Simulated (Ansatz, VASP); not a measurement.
# One calculation of Ca, two programs

```
CELL_PARAMETERS angstrom
0.00000 2.76271 2.76271
2.76271 0.00000 2.76271
2.76271 2.76271 0.00000
ATOMIC_POSITIONS crystal
Ca 0.00000 0.00000 0.00000
```

Alike in both runs: task single point; functional PBE; k mesh 10 × 10 × 10; occupations gaussian, width 1 eV; no spin polarisation.

|  | VASP | Ansatz |
| --- | --- | --- |
| version | VASP 6.6.1 | Ansatz 0.2.0 |
| potentials or method | VASP PAW PBE potentials, release 64 (Ca_sv), cutoff 520 eV | plane waves (420 eV) with PAW, scalar-relativistic |
| valence electrons in the cell | 10 | 10 |

```tsv
	VASP	Ansatz	Ansatz less VASP
pressure (GPa)	0.3	0.3	-0.01
```

With one functional, cell and mesh, what is left measures potentials, basis and numerics.
